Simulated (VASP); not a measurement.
# CsB3 (P6_3/mmc) in VASP: a series of runs, part 2 of 2

VASP 6.6.1.

### 4 Single point, PBE

Contents of INCAR:

```
ALGO = Normal ; EDIFF = 1E-6
ENCUT = 520 ; GGA = PE
ISIF = 2 ; ISMEAR = 0
LASPH = True ; LCHARG = False
LREAL = False ; LWAVE = False
NBANDS = 28 ; NELM = 100
PREC = Accurate ; SIGMA = 0.1
```

Contents of KPOINTS:

```
k-points
0
Gamma
  3 3 6
```

Contents of POSCAR:

```
CsB3
1.0
    6.8910087703      0.0000000000      0.0000000000
   -3.4455043852      5.9677886528      0.0000000000
    0.0000000000      0.0000000000      3.3687764648
Cs B
2 6
Direct
    0.6666666667      0.3333333333      0.2500000000
    0.3333333333      0.6666666667      0.7500000000
    0.0839793882      0.9160206118      0.2500000000
    0.0839793882      0.1679587764      0.2500000000
    0.8320412236      0.9160206118      0.2500000000
    0.1679587764      0.0839793882      0.7500000000
    0.9160206118      0.8320412236      0.7500000000
    0.9160206118      0.0839793882      0.7500000000
```

Started as:

```bash
> cat potpaw_PBE.64/Cs_sv/POTCAR potpaw_PBE.64/B/POTCAR > POTCAR
> mpirun -np 1 vasp_std > vasp.out
```

Wall time 52 s (1 thread of Intel Xeon Platinum 8259CL at 2.50GHz (Skylake/Cascade Lake), shared host); peak memory 0.27 GiB.

The run converged. Its results:

- Free energy: -35.7205 eV
- Pressure: 0.2 GPa
- Largest force: 0.020 eV/Å
- Band gap on the k mesh: zero (band 18 reaches 3.61 eV, above the bottom of band 19 at 2.63 eV)

Forces in eV/Å, atoms in the order of the input:
```
Cs   0.000  0.000  0.000
Cs   0.000  0.000  0.000
B   -0.017  0.010  0.000
B    0.000 -0.020  0.000
B    0.017  0.010  0.000
B   -0.017 -0.010  0.000
B    0.000  0.020  0.000
B    0.017 -0.010  0.000
```

Stress tensor (GPa, compression positive):
```
0.06 0.00 0.00
0.00 0.06 0.00
0.00 0.00 0.36
```

Levels at points of the mesh, in eV from the Fermi level:
```
           k point  band 16  band 17  band 18  band 19  band 20  band 21
(0.00, 0.00, 0.00)    -2.37     0.14     0.14     1.57     2.22     2.22
(0.00, 0.00, 0.50)    -1.35    -0.81    -0.81    -0.81    -0.81     4.29
```

Caveat: spin-orbit coupling is left out, which moves the levels of the heavy elements.

### 5 Relaxation of cell and atoms, PBE

Contents of INCAR:

```
SYSTEM = CsB3
PREC = Accurate
ENCUT = 600
EDIFF = 1E-6
ISMEAR = 0
SIGMA = 0.1
LREAL = .False.
LASPH = .True.
NELM = 100
ALGO = Normal
ISIF = 3
LWAVE = .False.
LCHARG = .False.
GGA = PE
IBRION = 2
NSW = 90
EDIFFG = -0.04
```

Contents of KPOINTS:

```
regular mesh
0
Gamma
  3 3 6
  0 0 0
```

Contents of POSCAR:

```
CsB3
1.0
    6.8907599379      0.0000000000      0.0000000000
   -3.4453799690      5.9675731576      0.0000000000
    0.0000000000      0.0000000000      3.3599781606
Cs B
2 6
Direct
    0.6666666667      0.3333333333      0.2500000000
    0.3333333333      0.6666666667      0.7500000000
    0.0841233038      0.9158766962      0.2500000000
    0.0841233038      0.1682466075      0.2500000000
    0.8317533925      0.9158766962      0.2500000000
    0.1682466075      0.0841233038      0.7500000000
    0.9158766962      0.8317533925      0.7500000000
    0.9158766962      0.0841233038      0.7500000000
```

Potentials or basis: VASP PAW PBE potentials, release 64 (Cs_sv, B).

Started as:

```bash
> cat potpaw_PBE.64/Cs_sv/POTCAR potpaw_PBE.64/B/POTCAR > POTCAR
> mpirun -np 1 vasp_std > vasp.out
```

OUTCAR:

```text
SYSTEM = CsB3
   PREC = Accurate
   ENCUT = 600
   EDIFF = 1E-6
   ISMEAR = 0
   LREAL = .False.
   LASPH = .True.
   NELM = 100
   ISIF = 3
   GGA = PE
   IBRION = 2
   NSW = 90
   EDIFFG = -0.04

 ion  position               nearest neighbor table
   1  0.667  0.333  0.250-
   2  0.333  0.667  0.750-
   3  0.084  0.916  0.250-   5 1.74   4 1.74   7 1.96   7 1.96   6 1.96   6 1.96
   4  0.084  0.168  0.250-   5 1.74   3 1.74   6 1.96   6 1.96   8 1.96   8 1.96
   5  0.832  0.916  0.250-   4 1.74   3 1.74   7 1.96   7 1.96   8 1.96   8 1.96
   6  0.168  0.084  0.750-   7 1.74   8 1.74   4 1.96   4 1.96   3 1.96   3 1.96
   7  0.916  0.832  0.750-   6 1.74   8 1.74   5 1.96   5 1.96   3 1.96   3 1.96
   8  0.916  0.084  0.750-   6 1.74   7 1.74   4 1.96   4 1.96   5 1.96   5 1.96

  LATTYP: Found a hexagonal cell.
 ALAT       =     6.8907599379
 C/A-ratio  =     0.4876063295

  Lattice vectors:

 A1 = (   6.8907599379,   0.0000000000,   0.0000000000)
 A2 = (  -3.4453799690,   5.9675731576,   0.0000000000)
 A3 = (   0.0000000000,   0.0000000000,   3.3599781606)

Analysis of symmetry for initial positions (statically):
=====================================================================
 Subroutine PRICEL returns:
 Original cell was already a primitive cell.

 Routine SETGRP: Setting up the symmetry group for a
 hexagonal supercell.

 Subroutine GETGRP returns: Found 24 space group operations
 (whereof 12 operations were pure point group operations)
 out of a pool of 24 trial point group operations.

The static configuration has the point symmetry D_3d.
 The point group associated with its full space group is D_6h.

Analysis of symmetry for dynamics (positions and initial velocities):
=====================================================================
 Subroutine PRICEL returns:
 Original cell was already a primitive cell.

 Routine SETGRP: Setting up the symmetry group for a
 hexagonal supercell.

 Subroutine GETGRP returns: Found 24 space group operations
[... 111 lines left out ...]
   POTIM  = 0.5000    time-step for ionic-motion
   TEBEG  =    0.0;   TEEND  =   0.0 temperature during run
   PSTRESS=    0.0 pullay stress
   NELECT =      36.0000    total number of electrons
   NUPDOWN=      -1.0000    fix difference up-down
   EMIN   =  10.00;   EMAX   =-10.00  energy-range for DOS
   EFERMI =   0.00;   METHOD = LEGACY
   ISMEAR =     0;   SIGMA  =   0.10  broadening in eV -4-tet -1-fermi 0-gaus
   EFERMI_NEDOS =   21; number of points for ismear=-14 and -15
   IALGO  =     38    algorithm
   IMIX   =      4    mixing-type and parameters
     AMIX     =   0.40;   BMIX     =  1.00
     AMIX_MAG =   1.60;   BMIX_MAG =  1.00
  volume/ion in A,a.u.               =      17.27       116.55
  Fermi-wavevector in a.u.,A,eV,Ry     =   1.045623  1.975941 14.875630  1.093328
  Thomas-Fermi vector in A             =   2.180427
   LORBIT       =      0    0 simple, 1 ext, 2 COOP (PROOUT), +10 PAW based schemes
   GGA     = PE    functional components
   LHFCALC =     F    Hartree Fock is set to
   AEXX    =    0.0000 exact exchange contribution
   IVDW    =     0    specifies the selected vdW correction
   LEPSILON=     F    determine dielectric tensor
   LRPA    =     F    only Hartree local field effects (RPA)
 conjugate gradient relaxation of ions
 non-spin polarized calculation
 Gauss-broadening in eV      SIGMA  =   0.10
  energy-cutoff  :      600.00
  volume of cell :      138.17
 maximum number of plane-waves:      4663
 NGX is ok and might be reduce to    56
   NGX = 27   NGY = 27   NGZ = 13

--------------------------------------- Ionic step        1  -------------------------------------------

 number of electron      36.0000003 magnetization

 Free energy of the ion-electron system (eV)
  ---------------------------------------------------
  ext. energy  EPLUGINS =         0.00000000
  ---------------------------------------------------
  free energy    TOTEN  =       -35.72387213 eV

  energy without entropy =      -35.71974678  energy(sigma->0) =      -35.72180946

------------------------ aborting loop because EDIFF is reached ----------------------------------------

  FORCE on cell =-STRESS in cart. coord.  units (eV):
  Direction    XX          YY          ZZ          XY          YZ          ZX
  --------------------------------------------------------------------------------------
  -------------------------------------------------------------------------------------
  Total       -0.1092394     -0.1092394      0.8234096      0.0000000      0.0000000     -0.0000000
  in kB       -1.2667431     -1.2667431      9.5482807      0.0000000      0.0000000     -0.0000000
  external PRESSURE =       2.3382649 kB  Pullay stress =       0.0000000 kB
[... 71 lines left out ...]
--------------------------------------- Ionic step        3  -------------------------------------------

 number of electron      36.0000004 magnetization

 Free energy of the ion-electron system (eV)
  ---------------------------------------------------
  ext. energy  EPLUGINS =         0.00000000
  ---------------------------------------------------
  free energy    TOTEN  =       -35.72587937 eV

  energy without entropy =      -35.72302649  energy(sigma->0) =      -35.72445293

 E-fermi :   3.4308     XC(G=0):  -9.3972

 val. band max:        3.3505333729   @ k =   0.0000   0.0000   0.3333
 cond. band min:       3.5690187062   @ k =   0.3333   0.0000   0.0000
 fundamental gap:      0.2184853333
 Fermi energy:         3.4308150343

 k-point     1 :       0.0000    0.0000    0.0000
  band No.  band energies     occupation
      1     -19.1297      2.00000
      2     -19.0006      2.00000
      3     -11.7601      2.00000
      4      -6.3233      2.00000
      5      -6.3233      2.00000
      6      -6.1026      2.00000
[... 336 lines left out ...]
  FREE ENERGIE OF THE ION-ELECTRON SYSTEM (eV)
  ---------------------------------------------------
  free  energy   TOTEN  =       -35.7258793745 eV

  energy  without entropy=      -35.7230264870  energy(sigma->0) =      -35.72445293

 reached required accuracy - stopping structural energy minimisation
```

CONTCAR:

```text
CsB3
   1.00000000000000
     6.8876486614455628    0.0000000000000261   -0.0000000000000000
    -3.4438243307727361    5.9648787131522498    0.0000000000000000
     0.0000000000000000    0.0000000000000000    3.3714133821341581
  Cs              B
     2     6
Direct
     0.6666666667000030    0.3333333332999970    0.2500000000000000
     0.3333333332999970    0.6666666667000030    0.7500000000000000
     0.0839140393066415    0.9160859606933585    0.2500000000000000
     0.0839140393066415    0.1678280785132882    0.2500000000000000
     0.8321719214867118    0.9160859606933585    0.2500000000000000
     0.1678280785132882    0.0839140393066415    0.7500000000000000
     0.9160859606933585    0.8321719214867118    0.7500000000000000
     0.9160859606933585    0.0839140393066415    0.7500000000000000

  0.00000000E+00  0.00000000E+00  0.00000000E+00
  0.00000000E+00  0.00000000E+00  0.00000000E+00
  0.00000000E+00  0.00000000E+00  0.00000000E+00
  0.00000000E+00  0.00000000E+00  0.00000000E+00
  0.00000000E+00  0.00000000E+00  0.00000000E+00
  0.00000000E+00  0.00000000E+00  0.00000000E+00
  0.00000000E+00  0.00000000E+00  0.00000000E+00
  0.00000000E+00  0.00000000E+00  0.00000000E+00
```

Wall time 84 s (1 thread of Intel Xeon Platinum 8259CL at 2.50GHz (Skylake/Cascade Lake), shared host); peak memory 0.3 GiB.

Results:

```
Free energy                            : -35.7259 eV
Relaxed volume                         : 17.31 Å³/atom
Relaxed cell                           : a = 6.888 Å, b = 6.888 Å, c = 3.371 Å, α = 90.00°, β = 90.00°, γ = 120.00°
Space group after relaxing (to 0.05 Å) : P6_3/mmc (No. 194)
Energy gained by relaxing              : 0.3 meV/atom
Ionic steps                            : 3
Pressure after relaxing                : 0.2 GPa
Largest force after relaxing           : 0.019 eV/Å
Band gap on the k mesh                 : zero (band 18 reaches 3.61 eV, above the bottom of band 19 at 2.64 eV)
```

Forces in eV/Å, atoms in the order of the input:
```
Cs   0.000  0.000  0.000
Cs   0.000  0.000  0.000
B    0.016 -0.009  0.000
B    0.000  0.019  0.000
B   -0.016 -0.009  0.000
B    0.016  0.009  0.000
B    0.000 -0.019  0.000
B   -0.016  0.009  0.000
```

Step by step:
| step | energy change (eV) | largest force (eV/Å) | pressure (GPa) | volume (Å³) |
| --- | --- | --- | --- | --- |
| 1 | 0.0000 | 0.0756 | 0.23 | 138.17 |
| 2 | -0.0016 | 0.0638 | 0.21 | 138.67 |
| 3 | -0.0020 | 0.0188 | 0.21 | 138.51 |

Final structure:
```
Cs B
1.0
     6.88765    0.00000    0.00000
    -3.44382    5.96488    0.00000
     0.00000    0.00000    3.37141
Cs B
2 6
Cartesian
  3.4438 1.9883 0.8429
  0.0000 3.9766 2.5286
  -2.5769 5.4643 0.8429
  0.0000 1.0011 0.8429
  2.5769 5.4643 0.8429
  0.8670 0.5005 2.5286
  3.4438 4.9638 2.5286
  6.0207 0.5005 2.5286
```

Levels at points of the mesh, in eV from the Fermi level:
| k point | band 16 | band 17 | band 18 | band 19 | band 20 | band 21 |
| --- | --- | --- | --- | --- | --- | --- |
| (0.00, 0.00, 0.00) | -2.36 | 0.15 | 0.15 | 1.57 | 2.23 | 2.23 |
| (0.00, 0.00, 0.50) | -1.34 | -0.79 | -0.79 | -0.79 | -0.79 | 4.30 |

Caveat: spin-orbit coupling is left out, which moves the levels of the heavy elements.

### 6 Summary

```csv
task,cell,k mesh,cutoff (eV),gap on the mesh (eV),pressure (GPa),relaxed volume (Å³/atom),largest force (eV/Å)
single point,"a = 6.874, b = 6.874, c = 3.379 Å, angles 90.0, 90.0, 120.0°, 8 atoms",6 × 6 × 12,520,none,0.2,-,0.02
relaxation of cell and atoms,"relaxed from a = 6.891, b = 6.891, c = 3.369 Å, angles 90.0, 90.0, 120.0°, 8 atoms",6 × 6 × 12,600,none,0.0,17.33,-
single point,"a = 6.891, b = 6.891, c = 3.369 Å, angles 90.0, 90.0, 120.0°, 8 atoms",3 × 3 × 6,520,none,0.2,-,0.02
relaxation of cell and atoms,"relaxed from a = 6.891, b = 6.891, c = 3.360 Å, angles 90.0, 90.0, 120.0°, 8 atoms",3 × 3 × 6,600,none,0.2,17.31,0.02
```

Alike in all rows: level PBE; potentials or basis VASP PAW PBE potentials, release 64 (Cs_sv, B); no spin polarisation; smearing gaussian 0.1 eV.

Caveats: spin-orbit coupling is left out, which moves the levels of the heavy elements.

Total energies depend on the potentials used, so only differences within one code and one set of settings carry meaning.
